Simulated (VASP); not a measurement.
# RbBr (F-43m) in VASP: notebook, part 2 of 2

VASP 6.6.1.

## 3. Single point, r2SCAN

POSCAR

```
RbBr
1.0
    0.0000000000      3.8694968646      3.8694968646
    3.8694968646      0.0000000000      3.8694968646
    3.8694968646      3.8694968646      0.0000000000
Rb Br
1 1
Direct
    0.0000000000      0.0000000000      0.0000000000
    0.2500000000      0.2500000000      0.2500000000
```

INCAR.step1

```
SYSTEM = RbBr
PREC     = Accurate       ! precision mode
ENCUT    = 520            ! plane-wave cutoff, eV
ISMEAR   = 0              ! smearing method
SIGMA    = 0.01           ! smearing width, eV
LREAL    = .False.        ! projectors in reciprocal space
LASPH    = .True.         ! aspherical terms in the spheres
NELM     = 80             ! most SCF steps
NBANDS   = 15             ! bands
GGA      = PE             ! functional
ALGO     = Normal         ! electronic algorithm
EDIFF    = 1E-4           ! SCF threshold, eV
LWAVE    = .True.         ! write WAVECAR
LCHARG   = .False.        ! write CHGCAR
```

INCAR.step2

```
SYSTEM = RbBr
PREC     = Accurate       ! precision mode
ENCUT    = 520            ! plane-wave cutoff, eV
EDIFF    = 1E-6           ! SCF threshold, eV
ISMEAR   = 0              ! smearing method
SIGMA    = 0.01           ! smearing width, eV
LREAL    = .False.        ! projectors in reciprocal space
LASPH    = .True.         ! aspherical terms in the spheres
NELM     = 80             ! most SCF steps
ALGO     = Normal         ! electronic algorithm
ISIF     = 2              ! what is computed and relaxed
LWAVE    = .False.        ! write WAVECAR
LCHARG   = .False.        ! write CHGCAR
METAGGA  = R2SCAN         ! meta-GGA
LMIXTAU  = .True.       
NBANDS   = 15             ! bands
ISTART   = 1
```

KPOINTS

```
regular mesh
0
Gamma
  4 4 4
  0 0 0
```

Potentials or basis: VASP PAW PBE potentials, release 64 (Rb_sv, Br).

On the command line:

```bash
cat potpaw_PBE.64/Rb_sv/POTCAR potpaw_PBE.64/Br/POTCAR > POTCAR
cp INCAR.step1 INCAR
mpirun -np 1 vasp_std > vasp.out
cp INCAR.step2 INCAR
mpirun -np 1 vasp_std > vasp.out
```

OUTCAR:

```text
SYSTEM = RbBr
   PREC = Accurate
   ENCUT = 520
   EDIFF = 1E-6
   ISMEAR = 0
   LREAL = .False.
   LASPH = .True.
   NELM = 80
   ISIF = 2
   METAGGA = R2SCAN
   ISTART = 1

 ion  position               nearest neighbor table
   1  0.000  0.000  0.000-   2 3.35   2 3.35   2 3.35   2 3.35
   2  0.250  0.250  0.250-   1 3.35   1 3.35   1 3.35   1 3.35

  LATTYP: Found a face centered cubic cell.
 ALAT       =     7.7389937292

  Lattice vectors:

 A1 = (   0.0000000000,   3.8694968646,   3.8694968646)
 A2 = (   3.8694968646,   0.0000000000,   3.8694968646)
 A3 = (   3.8694968646,   3.8694968646,   0.0000000000)

Analysis of symmetry for initial positions (statically):
=====================================================================
 Subroutine PRICEL returns:
 Original cell was already a primitive cell.

 Routine SETGRP: Setting up the symmetry group for a
 face centered cubic supercell.

 Subroutine GETGRP returns: Found 24 space group operations
 (whereof 24 operations were pure point group operations)
 out of a pool of 48 trial point group operations.

The static configuration has the point symmetry T_d .

Analysis of symmetry for dynamics (positions and initial velocities):
=====================================================================
 Subroutine PRICEL returns:
 Original cell was already a primitive cell.

 Routine SETGRP: Setting up the symmetry group for a
 face centered cubic supercell.

 Subroutine GETGRP returns: Found 24 space group operations
 (whereof 24 operations were pure point group operations)
 out of a pool of 48 trial point group operations.

The dynamic configuration has the point symmetry T_d .

 Subroutine INISYM returns: Found 24 space group operations
 (whereof 24 operations are pure point group operations),
 and found     1 'primitive' translations

----------------------------------------------------------------------------------------

                                     Primitive cell

[... 102 lines left out ...]
   LEPSILON=     F    determine dielectric tensor
   LRPA    =     F    only Hartree local field effects (RPA)
 non-spin polarized calculation
 Gauss-broadening in eV      SIGMA  =   0.01
  energy-cutoff  :      520.00
  volume of cell :      115.88
 maximum number of plane-waves:      3142
 NGX is ok and might be reduce to    42
   NGX = 21   NGY = 21   NGZ = 21

 number of electron      15.9999998 magnetization

 Free energy of the ion-electron system (eV)
  ---------------------------------------------------
  ext. energy  EPLUGINS =         0.00000000
  ---------------------------------------------------
  free energy    TOTEN  =       -30.87897177 eV

  energy without entropy =      -30.87897177  energy(sigma->0) =      -30.87897177

 E-fermi :  -3.3927     XC(G=0):  -5.9517

 val. band max:       -3.4436767535   @ k =   0.5000   0.5000   0.0000
 cond. band min:       1.2056268200   @ k =   0.0000   0.0000   0.0000
 fundamental gap:      4.6493035736
 Fermi energy:        -3.3927121586

 k-point     1 :       0.0000    0.0000    0.0000
  band No.  band energies     occupation
      1     -28.8083      2.00000
      2     -15.7464      2.00000
      3     -12.3649      2.00000
      4     -12.3649      2.00000
      5     -12.3649      2.00000
      6      -3.5289      2.00000
      7      -3.5289      2.00000
      8      -3.5289      2.00000
      9       1.2056      0.00000
     10       5.4438      0.00000
     11       5.4438      0.00000
     12       6.3965      0.00000
     13       6.3965      0.00000
     14       6.3965      0.00000
[... 113 lines left out ...]
      2     -15.8053      2.00000
      3     -12.4057      2.00000
      4     -12.3951      2.00000
      5     -12.2617      2.00000
      6      -3.6797      2.00000
      7      -3.5843      2.00000
      8      -3.4449      2.00000
      9       3.0961      0.00000
     10       3.8402      0.00000
     11       5.7624      0.00000
     12       5.8261      0.00000
     13       6.1014      0.00000
     14       6.4341      0.00000
     15       7.4116      0.00000

------------------------ aborting loop because EDIFF is reached ----------------------------------------

  FORCE on cell =-STRESS in cart. coord.  units (eV):
  Direction    XX          YY          ZZ          XY          YZ          ZX
  --------------------------------------------------------------------------------------
  -------------------------------------------------------------------------------------
  Total        0.0081228      0.0081228      0.0081228      0.0000000      0.0000000      0.0000000
  in kB        0.1123109      0.1123109      0.1123109      0.0000000      0.0000000      0.0000000
  external PRESSURE =       0.1123109 kB  Pullay stress =       0.0000000 kB

 VOLUME and BASIS-vectors are now :
 -----------------------------------------------------------------------------
  energy-cutoff  :      520.00
  volume of cell :      115.88
      direct lattice vectors                 reciprocal lattice vectors
     0.000000000  3.869496865  3.869496865    -0.129215766  0.129215766  0.129215766
     3.869496865  0.000000000  3.869496865     0.129215766 -0.129215766  0.129215766
     3.869496865  3.869496865  0.000000000     0.129215766  0.129215766 -0.129215766

 POSITION                                       TOTAL-FORCE (eV/Angst)
 -----------------------------------------------------------------------------------
      0.00000      0.00000      0.00000        -0.000000     -0.000000      0.000000
      1.93475      1.93475      1.93475         0.000000      0.000000     -0.000000
 -----------------------------------------------------------------------------------
    total drift:                               -0.000000     -0.000000     -0.000000

  FREE ENERGIE OF THE ION-ELECTRON SYSTEM (eV)
  ---------------------------------------------------
  free  energy   TOTEN  =       -30.8789717666 eV

  energy  without entropy=      -30.8789717666  energy(sigma->0) =      -30.87897177
```

OUTCAR.step1:

```text
SYSTEM = RbBr
   PREC = Accurate
   ENCUT = 520
   ISMEAR = 0
   LREAL = .False.
   LASPH = .True.
[... 347 lines left out ...]
      0.00000      0.00000      0.00000         0.000000      0.000000      0.000000
      1.93475      1.93475      1.93475        -0.000000     -0.000000     -0.000000
 -----------------------------------------------------------------------------------
    total drift:                               -0.000000     -0.000000     -0.000000

  FREE ENERGIE OF THE ION-ELECTRON SYSTEM (eV)
  ---------------------------------------------------
  free  energy   TOTEN  =        -5.9274884355 eV

  energy  without entropy=       -5.9274884355  energy(sigma->0) =       -5.92748844
```

OSZICAR.step1:

```text
N       E                     dE             d eps       ncg     rms          rms(c)
DAV:   1     0.931452163276E+02    0.93145E+02   -0.60602E+03   240   0.859E+02
DAV:   2     0.174473716052E+01   -0.91400E+02   -0.82842E+02   327   0.158E+02
DAV:   3    -0.611320784408E+01   -0.78579E+01   -0.78252E+01   324   0.488E+01
DAV:   4    -0.632197287598E+01   -0.20877E+00   -0.20869E+00   367   0.803E+00
DAV:   5    -0.632368819628E+01   -0.17153E-02   -0.17153E-02   317   0.728E-01    0.285E+00
DAV:   6    -0.595258118604E+01    0.37111E+00   -0.46026E-01   317   0.271E+00    0.186E+00
DAV:   7    -0.590058358525E+01    0.51998E-01   -0.23492E-01   317   0.198E+00    0.965E-01
DAV:   8    -0.592267149108E+01   -0.22088E-01   -0.24338E-02   301   0.819E-01    0.152E-01
DAV:   9    -0.592572964281E+01   -0.30582E-02   -0.32056E-03   254   0.260E-01    0.119E-01
DAV:  10    -0.592745657506E+01   -0.17269E-02   -0.11216E-03   240   0.207E-01    0.228E-02
DAV:  11    -0.592748843547E+01   -0.31860E-04   -0.98026E-05   292   0.528E-02
   1 F= -.59274884E+01 E0= -.59274884E+01  d E =-.133163E-18
```

Wall time 48 s (1 thread of Intel Xeon Platinum 8488C (Sapphire Rapids), shared host); peak memory 0.28 GiB.

Results:

| Quantity | Value |
| --- | --- |
| Free energy | -30.8790 eV |
| Pressure | 0.0 GPa |
| Band gap on the k mesh | 4.65 eV, indirect (least direct gap 4.73 eV) |

Caveat: the PAW data sets were made with another functional, which shifts forces and pressure a little. r2SCAN opens gaps a little over a GGA but as a rule still falls short of measured ones.
